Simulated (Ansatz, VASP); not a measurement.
## One calculation of Tl, two programs

```
Tl
1.0
    -2.76755    2.76755    1.47977
     2.76755   -2.76755    1.47977
     2.76755    2.76755   -1.47977
Tl
2
Direct
  0.62500 0.87500 0.75000
  0.37500 0.12500 0.25000
```

Change from the starting cell: volume scaled by 0.68, LAPW.

Alike in both runs: task single point; functional PBE; k mesh 13 × 13 × 13; occupations fermi-dirac, width 0.08 eV; no spin polarisation.

```csv
,VASP,Ansatz
version,VASP 6.6.1,Ansatz 0.2.0
potentials or method,"VASP PAW PBE potentials, release 64 (Tl_d), cutoff 520 eV","all-electron LAPW, scalar-relativistic"
```

Ansatz gave:

| Property | Result |
| --- | --- |
| pressure (GPa) | 25.3 |
| traceless stress, the component that is largest in VASP (GPa) | -0.17 |

**Question.** Estimate VASP's values.

**Answer.** Pressure (GPa): 25.2; traceless stress, the component that is largest in VASP (GPa): -0.18.

Ansatz ran all-electron here, and VASP with PAW potentials.

Neither program's run includes spin-orbit coupling.
